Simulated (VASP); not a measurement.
# AlRu in VASP: single point with PBEsol

Aim: the single point of AlRu with PBEsol.

Program: VASP 6.6.1. These are calculated values, not measurements. Logs are shortened: lines on timing, memory, paths and dates and some standing lists are left out, and cuts for length are marked.

**1. The cell of the first run**

The typed cell holds 2 atoms: a = 2.976 Å, b = 2.976 Å, c = 2.976 Å, α = 90.00°, β = 90.00°, γ = 90.00°.

**2. Single point, PBEsol (atom 2 moved 1.20 Å, then relaxed in part)**

File INCAR:

```
PREC     = Accurate       # precision mode
ENCUT    = 520            # plane-wave cutoff, eV
EDIFF    = 1E-6           # SCF threshold, eV
ISMEAR   = 0              # smearing method
SIGMA    = 0.15           # smearing width, eV
LREAL    = F              # projectors in reciprocal space
LASPH    = T              # aspherical terms in the spheres
NELM     = 60             # most SCF steps
ALGO     = Fast           # electronic algorithm
ISIF     = 2              # what is computed and relaxed
LWAVE    = F              # write WAVECAR
LCHARG   = F              # write CHGCAR
GGA      = PS             # functional
NBANDS   = 16             # bands
```

File KPOINTS:

```
Automatic mesh
0
Gamma
  12 12 12
```

File POSCAR:

```
AlRu
1.0
    2.9764078238      0.0000000000      0.0000000000
    0.0000000000      2.9764078238      0.0000000000
    0.0000000000      0.0000000000      2.9764078238
Al Ru
1 1
Direct
    0.0000247709      0.0000358904      0.0000002769
    0.4999752291      0.4999641096      0.4999997231
```

Potentials or basis: VASP PAW PBE potentials, release 64 (Al, Ru_pv).

The run is started by

```sh
cat potpaw_PBE.64/Al/POTCAR potpaw_PBE.64/Ru_pv/POTCAR > POTCAR
mpirun -np 1 vasp_std > vasp.out
```

OUTCAR:

```text
PREC = Accurate
   ENCUT = 520
   EDIFF = 1E-6
   ISMEAR = 0
   LREAL = F
   LASPH = T
   NELM = 60
   ISIF = 2
   GGA = PS

 ion  position               nearest neighbor table
   1  0.000  0.000  0.000-   2 2.58   2 2.58   2 2.58   2 2.58   2 2.58   2 2.58   2 2.58   2 2.58

   2  0.500  0.500  0.500-   1 2.58   1 2.58   1 2.58   1 2.58   1 2.58   1 2.58   1 2.58   1 2.58

  LATTYP: Found a simple cubic cell.
 ALAT       =     2.9764078238

  Lattice vectors:

 A1 = (   2.9764078238,   0.0000000000,   0.0000000000)
 A2 = (   0.0000000000,   2.9764078238,   0.0000000000)
 A3 = (   0.0000000000,   0.0000000000,   2.9764078238)

Analysis of symmetry for initial positions (statically):
=====================================================================
 Subroutine PRICEL returns:
 Original cell was already a primitive cell.

 Routine SETGRP: Setting up the symmetry group for a
 simple cubic supercell.

 Subroutine GETGRP returns: Found  2 space group operations
 (whereof  2 operations were pure point group operations)
 out of a pool of 48 trial point group operations.

The static configuration has the point symmetry C_1h.

Analysis of symmetry for dynamics (positions and initial velocities):
=====================================================================
 Subroutine PRICEL returns:
 Original cell was already a primitive cell.

 Routine SETGRP: Setting up the symmetry group for a
 simple cubic supercell.

 Subroutine GETGRP returns: Found  2 space group operations
 (whereof  2 operations were pure point group operations)
 out of a pool of 48 trial point group operations.

The dynamic configuration has the point symmetry C_1h.

 Subroutine INISYM returns: Found  2 space group operations
 (whereof  2 operations are pure point group operations),
 and found     1 'primitive' translations

----------------------------------------------------------------------------------------

                                     Primitive cell

  volume of cell :      26.3680

  direct lattice vectors                    reciprocal lattice vectors
     2.976407824  0.000000000  0.000000000     0.335975464  0.000000000  0.000000000
     0.000000000  2.976407824  0.000000000     0.000000000  0.335975464  0.000000000
     0.000000000  0.000000000  2.976407824     0.000000000  0.000000000  0.335975464

  length of vectors
     2.976407824  2.976407824  2.976407824     0.335975464  0.335975464  0.335975464

  position of ions in fractional coordinates (direct lattice)
     0.000024771  0.000035890  0.000000277
     0.499975229  0.499964110  0.499999723

  ion indices of the primitive-cell ions
   primitive index   ion index
                 1           1
                 2           2

----------------------------------------------------------------------------------------

 KPOINTS: Automatic mesh

Automatic generation of k-mesh.
 Grid dimensions read from file:
 generate k-points for:   12   12   12

 Generating k-lattice:

  Cartesian coordinates                     Fractional coordinates (reciprocal lattice)
     0.027997955  0.000000000  0.000000000     0.083333333  0.000000000  0.000000000
     0.000000000  0.027997955  0.000000000     0.000000000  0.083333333  0.000000000
     0.000000000  0.000000000  0.027997955     0.000000000  0.000000000  0.083333333

  Length of vectors
     0.027997955  0.027997955  0.027997955

  Shift w.r.t. Gamma in fractional coordinates (k-lattice)
     0.000000000  0.000000000  0.000000000

 Subroutine IBZKPT returns following result:
 ===========================================

 Found    518 irreducible k-points:

 Following reciprocal coordinates:
            Coordinates               Weight
  0.000000  0.000000  0.000000      1.000000
  0.083333  0.000000  0.000000      2.000000
  0.000000  0.083333  0.000000      2.000000
  0.000000  0.000000  0.083333      2.000000
  0.166667  0.000000  0.000000      2.000000
  0.000000  0.166667  0.000000      2.000000
[... 16 lines left out ...]
 -0.083333  0.083333  0.000000      2.000000
  0.166667  0.083333  0.000000      2.000000
 [... further k-points ...]
   k-points           NKPTS =    518   k-points in BZ     NKDIM =    518   number of bands    NBANDS=     16
   number of dos      NEDOS =    301   number of ions     NIONS =      2
   total plane-waves  NPLWV =  13824
   dimension x,y,z NGX =    24 NGY =   24 NGZ =   24
   dimension x,y,z NGXF=    48 NGYF=   48 NGZF=   48
   ions per type =               1   1
   NGX,Y,Z   is equivalent  to a cutoff of  13.41, 13.41, 13.41 a.u.
   NGXF,Y,Z  is equivalent  to a cutoff of  26.81, 26.81, 26.81 a.u.
 SYSTEM =  unknown system
   PREC   = accura    normal or accurate (medium, high low for compatibility)
   ISTART =      0    job   : 0-new  1-cont  2-samecut
   ICHARG =      2    charge: 1-file 2-atom 10-const
   ISPIN  =      1    spin polarized calculation?
   LNONCOLLINEAR =      F non collinear calculations
   LSORBIT =      F    spin-orbit coupling
   LASPH  =      T    aspherical Exc in radial PAW
   ENCUT  =  520.0 eV  38.22 Ry    6.18 a.u.   5.53  5.53  5.53*2*pi/ulx,y,z
   NELM   =     60;   NELMIN=  2; NELMDL= -5     # of ELM steps
   EDIFF  = 0.1E-05   stopping-criterion for ELM
   LREAL  =      F    real-space projection
   EDIFFG = 0.1E-04   stopping-criterion for IOM
   NSW    =      0    number of steps for IOM
   IBRION =     -1    ionic relax: 0-MD 1-quasi-New 2-CG
   NFREE  =      0    steps in history (QN), initial steepest desc. (CG)
   ISIF   =      2    stress and relaxation
   ISYM   =      2    0-nonsym 1-usesym 2-fastsym
   POTIM  = 0.5000    time-step for ionic-motion
   TEBEG  =    0.0;   TEEND  =   0.0 temperature during run
   PSTRESS=    0.0 pullay stress
   NELECT =      17.0000    total number of electrons
   NUPDOWN=      -1.0000    fix difference up-down
   EMIN   =  10.00;   EMAX   =-10.00  energy-range for DOS
   EFERMI =   0.00;   METHOD = LEGACY
   ISMEAR =     0;   SIGMA  =   0.15  broadening in eV -4-tet -1-fermi 0-gaus
   EFERMI_NEDOS =   21; number of points for ismear=-14 and -15
   IALGO  =     68    algorithm
   IMIX   =      4    mixing-type and parameters
     AMIX     =   0.40;   BMIX     =  1.00
     AMIX_MAG =   1.60;   BMIX_MAG =  1.00
  volume/ion in A,a.u.               =      13.18        88.97
  Fermi-wavevector in a.u.,A,eV,Ry     =   1.414269  2.672581 27.213787  2.000157
  Thomas-Fermi vector in A             =   2.535829
   LORBIT       =      0    0 simple, 1 ext, 2 COOP (PROOUT), +10 PAW based schemes
   GGA     = PS    functional components
   LHFCALC =     F    Hartree Fock is set to
   AEXX    =    0.0000 exact exchange contribution
   IVDW    =     0    specifies the selected vdW correction
   LEPSILON=     F    determine dielectric tensor
   LRPA    =     F    only Hartree local field effects (RPA)
 non-spin polarized calculation
 RMM-DIIS sequential band-by-band and
 Gauss-broadening in eV      SIGMA  =   0.15
  energy-cutoff  :      520.00
  volume of cell :       26.37
 maximum number of plane-waves:       739
 NGX is ok and might be reduce to    24
   NGX = 11   NGY = 11   NGZ = 11

 number of electron      16.9999996 magnetization

 Free energy of the ion-electron system (eV)
  ---------------------------------------------------
  ext. energy  EPLUGINS =         0.00000000
  ---------------------------------------------------
  free energy    TOTEN  =       -15.53470405 eV

  energy without entropy =      -15.51899446  energy(sigma->0) =      -15.52684926

 E-fermi :  10.8061     XC(G=0): -12.7663

 val. band max:       10.7905774856   @ k =   0.3333  -0.1667  -0.4167
 cond. band min:      10.8067843206   @ k =   0.0000   0.0833   0.0833
 fundamental gap:      0.0162068350
 Fermi energy:        10.8061466490

 k-point     1 :       0.0000    0.0000    0.0000
  band No.  band energies     occupation
      1     -30.9062      2.00000
      2     -30.9062      2.00000
      3     -30.9062      2.00000
      4       1.0397      2.00000
      5       7.1387      2.00000
      6       7.1387      2.00000
[... 8 lines left out ...]
     15      22.8008      0.00000
     16      26.1834      0.00000

 k-point     2 :       0.0833    0.0000    0.0000
  band No.  band energies     occupation
      1     -30.9214      2.00000
      2     -30.9050      2.00000
      3     -30.9050      2.00000
      4       1.1752      2.00000
      5       7.1865      2.00000
      6       7.1873      2.00000
[... 8 lines left out ...]
     15      22.8019      0.00000
     16      26.6050      0.00000

 k-point     3 :       0.0000    0.0833    0.0000
  band No.  band energies     occupation
      1     -30.9214      2.00000
      2     -30.9050      2.00000
      3     -30.9050      2.00000
      4       1.1752      2.00000
      5       7.1865      2.00000
      6       7.1873      2.00000
[... 8 lines left out ...]
     15      22.8019      0.00000
     16      26.6050      0.00000

 k-point     4 :       0.0000    0.0000    0.0833
  band No.  band energies     occupation
      1     -30.9214      2.00000
      2     -30.9050      2.00000
      3     -30.9050      2.00000
      4       1.1752      2.00000
      5       7.1865      2.00000
      6       7.1873      2.00000
[... 8 lines left out ...]
     15      22.8019      0.00000
     16      26.6050      0.00000
[... 324 lines left out ...]
 k-point    22 :       0.0833    0.0000    0.0833
  band No.  band energies     occupation
      1     -30.9208      2.00000
      2     -30.9194      2.00000
      3     -30.9037      2.00000
      4       1.3092      2.00000
      5       7.2315      2.00000
      6       7.2415      2.00000
[... 8 lines left out ...]
     15      22.8020      0.00000
     16      26.9748      0.00000

 k-point    23 :      -0.0833    0.0833    0.0000
  band No.  band energies     occupation
      1     -30.9208      2.00000
      2     -30.9194      2.00000
      3     -30.9037      2.00000
      4       1.3092      2.00000
      5       7.2315      2.00000
      6       7.2415      2.00000
[... 8 lines left out ...]
     15      22.8020      0.00000
     16      26.9748      0.00000

 k-point    24 :       0.1667    0.0833    0.0000
  band No.  band energies     occupation
      1     -30.9612      2.00000
      2     -30.9164      2.00000
      3     -30.9002      2.00000
      4       1.7022      2.00000
      5       7.3318      2.00000
      6       7.3763      2.00000
[... 8 lines left out ...]
     15      23.4567      0.00000
     16      28.0953      0.00000

 [... further k-points ...]

------------------------ aborting loop because EDIFF is reached ----------------------------------------

  FORCE on cell =-STRESS in cart. coord.  units (eV):
  Direction    XX          YY          ZZ          XY          YZ          ZX
  --------------------------------------------------------------------------------------
  -------------------------------------------------------------------------------------
  Total       -0.0129889     -0.0129835     -0.0129804      0.0000025      0.0000000      0.0000000
  in kB       -0.7892348     -0.7889065     -0.7887145      0.0001525      0.0000000      0.0000000
  external PRESSURE =      -0.7889520 kB  Pullay stress =       0.0000000 kB

 VOLUME and BASIS-vectors are now :
 -----------------------------------------------------------------------------
  energy-cutoff  :      520.00
  volume of cell :       26.37
      direct lattice vectors                 reciprocal lattice vectors
     2.976407824  0.000000000  0.000000000     0.335975464  0.000000000  0.000000000
     0.000000000  2.976407824  0.000000000     0.000000000  0.335975464  0.000000000
     0.000000000  0.000000000  2.976407824     0.000000000  0.000000000  0.335975464

 POSITION                                       TOTAL-FORCE (eV/Angst)
 -----------------------------------------------------------------------------------
      0.00007      0.00011      0.00000        -0.001202     -0.001745      0.000000
      1.48813      1.48810      1.48820         0.001202      0.001745      0.000000
 -----------------------------------------------------------------------------------
    total drift:                               -0.000004      0.000003      0.001004

  FREE ENERGIE OF THE ION-ELECTRON SYSTEM (eV)
  ---------------------------------------------------
  free  energy   TOTEN  =       -15.5347040460 eV

  energy  without entropy=      -15.5189944642  energy(sigma->0) =      -15.52684926
```

Wall time 1.8 min (1 thread of Intel Xeon Platinum 8259CL at 2.50GHz (Skylake/Cascade Lake), shared host); peak memory 0.31 GiB.

Results:

```yaml
Free_energy: -15.5347 eV
Pressure: -0.1 GPa
```

Caveat: the cell differs from its parent crystal (atom 2 moved 1.20 Å, then relaxed in part); the PAW data sets were made with another functional, which shifts forces and pressure a little.
